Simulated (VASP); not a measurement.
# SrOs in VASP: notebook

SrOs is run at these levels: r2SCAN+U, r2SCAN; tasks: single point.

Program: VASP 6.6.1. These are calculated values, not measurements. Logs are shortened: lines on timing, memory, paths and dates and some standing lists are left out, and cuts for length are marked.

**1. The cell of the first run**

The structure is cubic, space group Pm-3m (No. 221). Conventional cell: a = 3.585 Å, b = 3.585 Å, c = 3.585 Å, α = 90.00°, β = 90.00°, γ = 90.00°. Within 4.1 Å of Sr (site symmetry m-3m) lie 8 Os at 3.10 Å and 6 Sr at 3.58 Å. Os (site symmetry m-3m) has 8 Sr at 3.10 Å and 6 Os at 3.58 Å within 4.1 Å.

**2. Single point, r2SCAN+U**

POSCAR reads:

```
SrOs
1.0
    3.5847859548      0.0000000000      0.0000000000
    0.0000000000      3.5847859548      0.0000000000
    0.0000000000      0.0000000000      3.5847859548
Sr Os
1 1
Direct
    0.0000000000      0.0000000000      0.0000000000
    0.5000000000      0.5000000000      0.5000000000
```

INCAR.step1 reads:

```
  PREC = Accurate
  ENCUT = 520
  ISMEAR = 0
  SIGMA = 0.05
  LREAL = False
  LASPH = True
  NELM = 150
  LMAXMIX = 4
  LDAU = True
  LDAUTYPE = 2
  LDAUL = -1 2
  LDAUU = 0 3
  LDAUJ = 0 0
  NBANDS = 16
  GGA = PE
  ALGO = Normal
  EDIFF = 1E-4
  LWAVE = True
  LCHARG = False
```

INCAR.step2 reads:

```
  PREC = Accurate
  ENCUT = 520
  EDIFF = 1E-6
  ISMEAR = 0
  SIGMA = 0.05
  LREAL = False
  LASPH = True
  NELM = 150
  ALGO = Normal
  ISIF = 2
  LWAVE = False
  LCHARG = False
  LMAXMIX = 4
  LDAU = True
  LDAUTYPE = 2
  LDAUL = -1 2
  LDAUU = 0 3
  LDAUJ = 0 0
  LDAUPRINT = 1
  METAGGA = R2SCAN
  LMIXTAU = True
  NBANDS = 16
  ISTART = 1
```

KPOINTS reads:

```
Automatic mesh
0
Gamma
  10 10 10
```

Potentials or basis: VASP PAW PBE potentials, release 64 (Sr_sv, Os).

Run with:

```console
$ cat potpaw_PBE.64/Sr_sv/POTCAR potpaw_PBE.64/Os/POTCAR > POTCAR
$ cp INCAR.step1 INCAR
$ mpirun -np 1 vasp_std > vasp.out
$ cp INCAR.step2 INCAR
$ mpirun -np 1 vasp_std > vasp.out
```

OUTCAR:

```text
PREC = Accurate
   ENCUT = 520
   EDIFF = 1E-6
   ISMEAR = 0
   LREAL = False
   LASPH = True
   NELM = 150
   ISIF = 2
   METAGGA = R2SCAN
   ISTART = 1

 ion  position               nearest neighbor table
   1  0.000  0.000  0.000-   2 3.10   2 3.10   2 3.10   2 3.10   2 3.10   2 3.10   2 3.10   2 3.10

   2  0.500  0.500  0.500-   1 3.10   1 3.10   1 3.10   1 3.10   1 3.10   1 3.10   1 3.10   1 3.10

  LATTYP: Found a simple cubic cell.
 ALAT       =     3.5847859548

  Lattice vectors:

 A1 = (   3.5847859548,   0.0000000000,   0.0000000000)
 A2 = (   0.0000000000,   3.5847859548,   0.0000000000)
 A3 = (   0.0000000000,   0.0000000000,   3.5847859548)

Analysis of symmetry for initial positions (statically):
=====================================================================
 Subroutine PRICEL returns:
 Original cell was already a primitive cell.

 Routine SETGRP: Setting up the symmetry group for a
 simple cubic supercell.

 Subroutine GETGRP returns: Found 48 space group operations
 (whereof 48 operations were pure point group operations)
 out of a pool of 48 trial point group operations.

The static configuration has the point symmetry O_h .

Analysis of symmetry for dynamics (positions and initial velocities):
=====================================================================
 Subroutine PRICEL returns:
 Original cell was already a primitive cell.

 Routine SETGRP: Setting up the symmetry group for a
 simple cubic supercell.

 Subroutine GETGRP returns: Found 48 space group operations
 (whereof 48 operations were pure point group operations)
 out of a pool of 48 trial point group operations.

The dynamic configuration has the point symmetry O_h .

 Subroutine INISYM returns: Found 48 space group operations
 (whereof 48 operations are pure point group operations),
 and found     1 'primitive' translations

----------------------------------------------------------------------------------------

                                     Primitive cell

  volume of cell :      46.0670

  direct lattice vectors                    reciprocal lattice vectors
     3.584785955  0.000000000  0.000000000     0.278956683  0.000000000  0.000000000
     0.000000000  3.584785955  0.000000000     0.000000000  0.278956683  0.000000000
     0.000000000  0.000000000  3.584785955     0.000000000  0.000000000  0.278956683

  length of vectors
     3.584785955  3.584785955  3.584785955     0.278956683  0.278956683  0.278956683

  position of ions in fractional coordinates (direct lattice)
     0.000000000  0.000000000  0.000000000
     0.500000000  0.500000000  0.500000000

  ion indices of the primitive-cell ions
   primitive index   ion index
                 1           1
                 2           2

----------------------------------------------------------------------------------------

 KPOINTS: Automatic mesh

Automatic generation of k-mesh.
 Grid dimensions read from file:
 generate k-points for:   10   10   10

 Generating k-lattice:

  Cartesian coordinates                     Fractional coordinates (reciprocal lattice)
     0.027895668  0.000000000  0.000000000     0.100000000  0.000000000  0.000000000
     0.000000000  0.027895668  0.000000000     0.000000000  0.100000000  0.000000000
     0.000000000  0.000000000  0.027895668     0.000000000  0.000000000  0.100000000

  Length of vectors
     0.027895668  0.027895668  0.027895668

  Shift w.r.t. Gamma in fractional coordinates (k-lattice)
     0.000000000  0.000000000  0.000000000

 Subroutine IBZKPT returns following result:
 ===========================================

 Found     56 irreducible k-points:
[... 35 lines left out ...]
   NGXF,Y,Z  is equivalent  to a cutoff of  25.97, 25.97, 25.97 a.u.
 SYSTEM =  unknown system
   PREC   = accura    normal or accurate (medium, high low for compatibility)
   ISTART =      1    job   : 0-new  1-cont  2-samecut
   ICHARG =      0    charge: 1-file 2-atom 10-const
   ISPIN  =      1    spin polarized calculation?
   LNONCOLLINEAR =      F non collinear calculations
   LSORBIT =      F    spin-orbit coupling
   LASPH  =      T    aspherical Exc in radial PAW
   ENCUT  =  520.0 eV  38.22 Ry    6.18 a.u.   6.67  6.67  6.67*2*pi/ulx,y,z
   NELM   =    150;   NELMIN=  2; NELMDL=  0     # of ELM steps
   EDIFF  = 0.1E-05   stopping-criterion for ELM
   LREAL  =      F    real-space projection
   EDIFFG = 0.1E-04   stopping-criterion for IOM
   NSW    =      0    number of steps for IOM
   IBRION =     -1    ionic relax: 0-MD 1-quasi-New 2-CG
   NFREE  =      0    steps in history (QN), initial steepest desc. (CG)
   ISIF   =      2    stress and relaxation
   ISYM   =      2    0-nonsym 1-usesym 2-fastsym
   POTIM  = 0.5000    time-step for ionic-motion
   TEBEG  =    0.0;   TEEND  =   0.0 temperature during run
   PSTRESS=    0.0 pullay stress
   NELECT =      18.0000    total number of electrons
   NUPDOWN=      -1.0000    fix difference up-down
   EMIN   =  10.00;   EMAX   =-10.00  energy-range for DOS
   EFERMI =   0.00;   METHOD = LEGACY
   ISMEAR =     0;   SIGMA  =   0.05  broadening in eV -4-tet -1-fermi 0-gaus
   EFERMI_NEDOS =   21; number of points for ismear=-14 and -15
   IALGO  =     38    algorithm
   IMIX   =      4    mixing-type and parameters
     AMIX     =   0.40;   BMIX     =  1.00
     AMIX_MAG =   1.60;   BMIX_MAG =  1.00
  volume/ion in A,a.u.               =      23.03       155.44
  Fermi-wavevector in a.u.,A,eV,Ry     =   1.196839  2.261698 19.489310  1.432424
  Thomas-Fermi vector in A             =   2.332769
   LORBIT       =      0    0 simple, 1 ext, 2 COOP (PROOUT), +10 PAW based schemes
 LDA+U is selected, type is set to LDAUTYPE =  2
   angular momentum for each species LDAUL =    -1    2
   U (eV)           for each species LDAUU =   0.0  3.0
   J (eV)           for each species LDAUJ =   0.0  0.0
   METAGGA = R2SCAN    functional components
   LHFCALC =     F    Hartree Fock is set to
   AEXX    =    0.0000 exact exchange contribution
   IVDW    =     0    specifies the selected vdW correction
   LEPSILON=     F    determine dielectric tensor
   LRPA    =     F    only Hartree local field effects (RPA)
 non-spin polarized calculation
 Gauss-broadening in eV      SIGMA  =   0.05
  energy-cutoff  :      520.00
  volume of cell :       46.07
 maximum number of plane-waves:      1261
 NGX is ok and might be reduce to    28

atom =   2  type =  2  l = 2

 onsite density matrix

spin component  1

  0.8882 -0.0000  0.0000  0.0000 -0.0000
 -0.0000  0.8882 -0.0000 -0.0000  0.0000
  0.0000 -0.0000  0.3278  0.0000 -0.0000
  0.0000 -0.0000  0.0000  0.8882  0.0000
 -0.0000  0.0000 -0.0000  0.0000  0.3278

spin component  2

  0.8882 -0.0000  0.0000  0.0000 -0.0000
 -0.0000  0.8882 -0.0000 -0.0000  0.0000
  0.0000 -0.0000  0.3278  0.0000 -0.0000
  0.0000 -0.0000  0.0000  0.8882  0.0000
 -0.0000  0.0000 -0.0000  0.0000  0.3278

 occupancies and eigenvectors

  o =  0.3278  v =  0.0000 -0.0000  0.2116  0.0000  0.9774  0.0000  0.0000  0.0000  0.0000  0.0000      0.0000  0.0000  0.0000  0.0000  0.0000  0.0000  0.0000  0.0000  0.0000  0.0000
  o =  0.3278  v =  0.0000  0.0000  0.0000  0.0000  0.0000  0.0000 -0.0000  0.2116  0.0000  0.9774      0.0000  0.0000  0.0000  0.0000  0.0000  0.0000  0.0000  0.0000  0.0000  0.0000
  o =  0.3278  v =  0.0000  0.0000  0.9774  0.0000 -0.2116  0.0000  0.0000  0.0000  0.0000  0.0000      0.0000  0.0000  0.0000  0.0000  0.0000  0.0000  0.0000  0.0000  0.0000  0.0000
  o =  0.3278  v =  0.0000  0.0000  0.0000  0.0000  0.0000  0.0000  0.0000  0.9774  0.0000 -0.2116      0.0000  0.0000  0.0000  0.0000  0.0000  0.0000  0.0000  0.0000  0.0000  0.0000
  o =  0.8882  v =  0.0000  0.0000  0.0000  0.0000  0.0000  0.0000  0.0814 -0.0000  0.9967  0.0000      0.0000  0.0000  0.0000  0.0000  0.0000  0.0000  0.0000  0.0000  0.0000  0.0000
  o =  0.8882  v =  0.0000  0.0814 -0.0000  0.9967  0.0000  0.0000  0.0000  0.0000  0.0000  0.0000      0.0000  0.0000  0.0000  0.0000  0.0000  0.0000  0.0000  0.0000  0.0000  0.0000
  o =  0.8882  v =  0.0000  0.0000  0.0000  0.0000  0.0000  0.0000  0.9967 -0.0000 -0.0814  0.0000      0.0000  0.0000  0.0000  0.0000  0.0000  0.0000  0.0000  0.0000  0.0000  0.0000
  o =  0.8882  v =  0.0000  0.9967 -0.0000 -0.0814  0.0000  0.0000  0.0000  0.0000  0.0000  0.0000      0.0000  0.0000  0.0000  0.0000  0.0000  0.0000  0.0000  0.0000  0.0000  0.0000
  o =  0.8882  v =  0.0000  0.0000  0.0000  0.0000  0.0000  1.0000  0.0000  0.0000  0.0000  0.0000      0.0000  0.0000  0.0000  0.0000  0.0000  0.0000  0.0000  0.0000  0.0000  0.0000
  o =  0.8882  v =  1.0000  0.0000  0.0000  0.0000  0.0000  0.0000  0.0000  0.0000  0.0000  0.0000      0.0000  0.0000  0.0000  0.0000  0.0000  0.0000  0.0000  0.0000  0.0000  0.0000

 number of electron      18.0000001 magnetization

 Free energy of the ion-electron system (eV)
  ---------------------------------------------------
  ext. energy  EPLUGINS =         0.00000000
  ---------------------------------------------------
  free energy    TOTEN  =       -62.52059371 eV

  energy without entropy =      -62.51845651  energy(sigma->0) =      -62.51952511

 E-fermi :   3.5999     XC(G=0): -11.4513

 val. band max:        3.5893595259   @ k =   0.3000   0.3000   0.3000
 cond. band min:       3.6048723807   @ k =   0.5000   0.1000   0.0000
 fundamental gap:      0.0155128548
 Fermi energy:         3.5999058053

 k-point     1 :       0.0000    0.0000    0.0000
  band No.  band energies     occupation
      1     -31.3968      2.00000
      2     -12.6655      2.00000
      3     -12.6655      2.00000
      4     -12.6655      2.00000
      5      -1.5325      2.00000
      6       1.8640      2.00000
[... 433 lines left out ...]
      3     -12.7033      2.00000
      4     -12.7015      2.00000
      5       0.2476      2.00000
      6       2.3732      2.00000
[... 8 lines left out ...]
     15      11.7650      0.00000
     16      13.0577      0.00000

 [... further k-points ...]

------------------------ aborting loop because EDIFF is reached ----------------------------------------

  FORCE on cell =-STRESS in cart. coord.  units (eV):
  Direction    XX          YY          ZZ          XY          YZ          ZX
  --------------------------------------------------------------------------------------
  -------------------------------------------------------------------------------------
  Total        0.4149770      0.4149770      0.4149770     -0.0000000     -0.0000000     -0.0000000
  in kB       14.4326107     14.4326107     14.4326107     -0.0000000     -0.0000000     -0.0000000
  external PRESSURE =      14.4326107 kB  Pullay stress =       0.0000000 kB

 VOLUME and BASIS-vectors are now :
 -----------------------------------------------------------------------------
  energy-cutoff  :      520.00
  volume of cell :       46.07
      direct lattice vectors                 reciprocal lattice vectors
     3.584785955  0.000000000  0.000000000     0.278956683  0.000000000  0.000000000
     0.000000000  3.584785955  0.000000000     0.000000000  0.278956683  0.000000000
     0.000000000  0.000000000  3.584785955     0.000000000  0.000000000  0.278956683

 POSITION                                       TOTAL-FORCE (eV/Angst)
 -----------------------------------------------------------------------------------
      0.00000      0.00000      0.00000         0.000000      0.000000      0.000000
      1.79239      1.79239      1.79239         0.000000      0.000000      0.000000
 -----------------------------------------------------------------------------------
    total drift:                                0.000000      0.000000      0.000000

  FREE ENERGIE OF THE ION-ELECTRON SYSTEM (eV)
  ---------------------------------------------------
  free  energy   TOTEN  =       -62.5205937056 eV

  energy  without entropy=      -62.5184565114  energy(sigma->0) =      -62.51952511
```

Run time: 3.3 min. Hardware: 1 thread of AMD EPYC 7R43 (Zen 3), shared host; peak memory 0.16 GiB.

Results:

```
Free energy            : -62.5206 eV
Pressure               : 1.4 GPa
Band gap on the k mesh : zero (band 9 reaches 5.86 eV, above the bottom of band 10 at 2.75 eV)
```

Eigenvalues of the final occupation matrices:
```csv
site,spin,trace,eigenvalues
site 2 d,1,3.32,0.33 0.33 0.89 0.89 0.89
site 2 d,2,3.32,0.33 0.33 0.89 0.89 0.89
```

Caveat: the PAW data sets were made with another functional, which shifts forces and pressure a little; spin-orbit coupling is left out, which moves the levels of the heavy elements; U without spin polarisation on a metal has little footing; the U is typed as a test and isn't derived for this compound.

**3. Single point, r2SCAN (atom 2 (Os) moved 0.12 Å along y)**

POSCAR, as its differences from that of step 2:

```diff
@@ -9,2 +9,2 @@
     0.0000000000      0.0000000000      0.0000000000
-    0.5000000000      0.5000000000      0.5000000000
+    0.5000000000      0.5334748020      0.5000000000
```

INCAR.step1 reads:

```
SYSTEM = SrOs
PREC     = Accurate       ! precision mode
ENCUT    = 520            ! plane-wave cutoff, eV
ISMEAR   = 0              ! smearing method
SIGMA    = 0.05           ! smearing width, eV
LREAL    = .False.        ! projectors in reciprocal space
LASPH    = .True.         ! aspherical terms in the spheres
NELM     = 80             ! most SCF steps
NBANDS   = 16             ! bands
GGA      = PE             ! functional
ALGO     = Normal         ! electronic algorithm
EDIFF    = 1E-4           ! SCF threshold, eV
LWAVE    = .True.         ! write WAVECAR
LCHARG   = .False.        ! write CHGCAR
```

INCAR.step2 reads:

```
SYSTEM = SrOs
PREC     = Accurate       ! precision mode
ENCUT    = 520            ! plane-wave cutoff, eV
EDIFF    = 1E-6           ! SCF threshold, eV
ISMEAR   = 0              ! smearing method
SIGMA    = 0.05           ! smearing width, eV
LREAL    = .False.        ! projectors in reciprocal space
LASPH    = .True.         ! aspherical terms in the spheres
NELM     = 80             ! most SCF steps
ALGO     = Normal         ! electronic algorithm
ISIF     = 2              ! what is computed and relaxed
LWAVE    = .False.        ! write WAVECAR
LCHARG   = .False.        ! write CHGCAR
METAGGA  = R2SCAN         ! meta-GGA
LMIXTAU  = .True.       
NBANDS   = 16             ! bands
ISTART   = 1
```

KPOINTS reads:

```
Automatic mesh
0
Gamma
  10 10 10
  0 0 0
```

Potentials or basis: VASP PAW PBE potentials, release 64 (Sr_sv, Os).

Run with:

```console
$ cat potpaw_PBE.64/Sr_sv/POTCAR potpaw_PBE.64/Os/POTCAR > POTCAR
$ cp INCAR.step1 INCAR
$ mpirun -np 1 vasp_std > vasp.out
$ cp INCAR.step2 INCAR
$ mpirun -np 1 vasp_std > vasp.out
```

Run time: 3.8 min. Hardware: 1 thread of AMD EPYC 7R43 (Zen 3), shared host; peak memory 0.21 GiB.

Results (log left out):

| Quantity | Value |
| --- | --- |
| Free energy | -65.3179 eV |
| Pressure | 0.7 GPa |
| Largest force | 0.631 eV/Å |
| Band gap on the k mesh | zero (band 9 reaches 4.96 eV, above the bottom of band 10 at 3.09 eV) |

Forces in eV/Å, atoms in the order of the input:
```
Sr   0.000  0.631  0.000
Os   0.000 -0.631  0.000
```

Stress tensor (GPa, compression positive):
```
0.89 0.00 0.00
0.00 0.33 0.00
0.00 0.00 0.89
```

Levels at points of the mesh, in eV from the Fermi level:
| k point | band 7 | band 8 | band 9 | band 10 | band 11 | band 12 |
| --- | --- | --- | --- | --- | --- | --- |
| (0.00, 0.00, 0.00) | -2.32 | -0.07 | -0.04 | -0.04 | 5.26 | 5.44 |
| (0.50, 0.00, 0.00) | -0.58 | -0.30 | -0.29 | 0.23 | 1.59 | 3.46 |
| (0.00, 0.50, 0.00) | -0.56 | -0.28 | -0.28 | 0.22 | 1.59 | 3.43 |
| (0.50, 0.50, 0.00) | -1.05 | -1.05 | 1.29 | 1.57 | 3.02 | 3.05 |
| (0.50, 0.00, 0.50) | -1.02 | -1.02 | 1.29 | 1.54 | 3.05 | 3.05 |
| (0.50, 0.50, 0.50) | -0.85 | 0.76 | 0.80 | 0.80 | 1.35 | 1.35 |

Caveat: the cell differs from its parent crystal (atom 2 (Os) moved 0.12 Å along y); the PAW data sets were made with another functional, which shifts forces and pressure a little; spin-orbit coupling is left out, which moves the levels of the heavy elements.

**4. Single point, r2SCAN**

This run uses another cell than the first one, of 23.72 Å³/atom, 1.030 times its volume.

POSCAR reads:

```
SrOs
1.0
    3.5847859548      0.0000000000      0.0000000000
    0.0000000000      3.6923295334      0.0000000000
    0.0000000000      0.0000000000      3.5847859548
Sr Os
1 1
Direct
    0.0000000000      0.0000000000      0.0000000000
    0.5000000000      0.5000000000      0.5000000000
```

INCAR.step1 reads:

```
PREC = Accurate
ENCUT = 520
ISMEAR = 0
SIGMA = 0.05
LREAL = F
LASPH = T
NELM = 60
NBANDS = 16
GGA = PE
ALGO = Normal
EDIFF = 1E-4
LWAVE = T
LCHARG = F
```

INCAR.step2 reads:

```
PREC = Accurate
ENCUT = 520
EDIFF = 1E-6
ISMEAR = 0
SIGMA = 0.05
LREAL = F
LASPH = T
NELM = 60
ALGO = Normal
ISIF = 2
LWAVE = F
LCHARG = T
METAGGA = R2SCAN
LMIXTAU = T
LELF = T
LVHAR = T
NBANDS = 16
ISTART = 1
```

KPOINTS reads:

```
Automatic mesh
0
Gamma
  10 10 10
```

Run with:

```console
$ cat potpaw_PBE.64/Sr_sv/POTCAR potpaw_PBE.64/Os/POTCAR > POTCAR
$ cp INCAR.step1 INCAR
$ mpirun -np 1 vasp_std > vasp.out
$ cp INCAR.step2 INCAR
$ mpirun -np 1 vasp_std > vasp.out
```

It took 4.5 min on 1 thread of AMD EPYC 7R43 (Zen 3), shared host; peak memory 0.21 GiB.

The run converged. Its results:

```
Free energy            : -65.3522 eV
Pressure               : -1.5 GPa
Band gap on the k mesh : zero (band 9 reaches 4.79 eV, above the bottom of band 10 at 2.93 eV)
```

Stress tensor (GPa, compression positive):
```
-1.67  0.00  0.00
 0.00 -1.30  0.00
 0.00  0.00 -1.67
```

Levels at points of the mesh, in eV from the Fermi level:
```csv
k point,band 5,band 6,band 7,band 8,band 9,band 10,band 11,band 12,band 13,band 14
"(0.00, 0.00, 0.00)",-5.17,-2.23,-2.22,-0.09,-0.09,0.05,5.19,5.44,8.24,8.88
"(0.50, 0.00, 0.00)",-2.40,-1.43,-0.56,-0.36,-0.27,0.21,1.62,3.43,4.50,4.93
"(0.00, 0.50, 0.00)",-2.55,-1.52,-0.64,-0.22,-0.22,0.30,1.30,3.34,4.96,4.96
"(0.50, 0.50, 0.00)",-3.13,-2.04,-0.95,-0.92,1.14,1.49,2.79,2.93,5.80,8.55
"(0.50, 0.00, 0.50)",-3.04,-2.10,-1.13,-1.13,1.31,1.69,2.98,2.98,6.18,8.58
"(0.50, 0.50, 0.50)",-0.93,-0.84,-0.84,0.73,0.83,0.83,1.23,1.36,3.07,10.06
```

Caveat: the PAW data sets were made with another functional, which shifts forces and pressure a little; spin-orbit coupling is left out, which moves the levels of the heavy elements.

**5. Overview**

| level | U | cell | gap on the mesh (eV) | pressure (GPa) |
| --- | --- | --- | --- | --- |
| r2SCAN+U | Os d U = 3.0 eV | a = 3.585 Å, 2 atoms | none | 1.4 |
| r2SCAN | - | a = 3.585 Å, 2 atoms | none | 0.7 |
| r2SCAN | - | a = 3.585, b = 3.692 Å, 2 atoms | none | -1.5 |

Some of these runs hold the atoms at other places in the same cell, which the table doesn't show; runs alike in all that it shows share one row.

Alike in all rows: task single point; potentials or basis VASP PAW PBE potentials, release 64 (Sr_sv, Os); no spin polarisation; k mesh 10 × 10 × 10; cutoff (eV) 520; smearing gaussian 0.05 eV.

Caveats: the PAW data sets were made with another functional, which shifts forces and pressure a little; spin-orbit coupling is left out, which moves the levels of the heavy elements; U without spin polarisation on a metal has little footing (some runs); the U is typed as a test and isn't derived for this compound (some runs).

Total energies depend on the potentials used, so only differences within one code and one set of settings carry meaning.
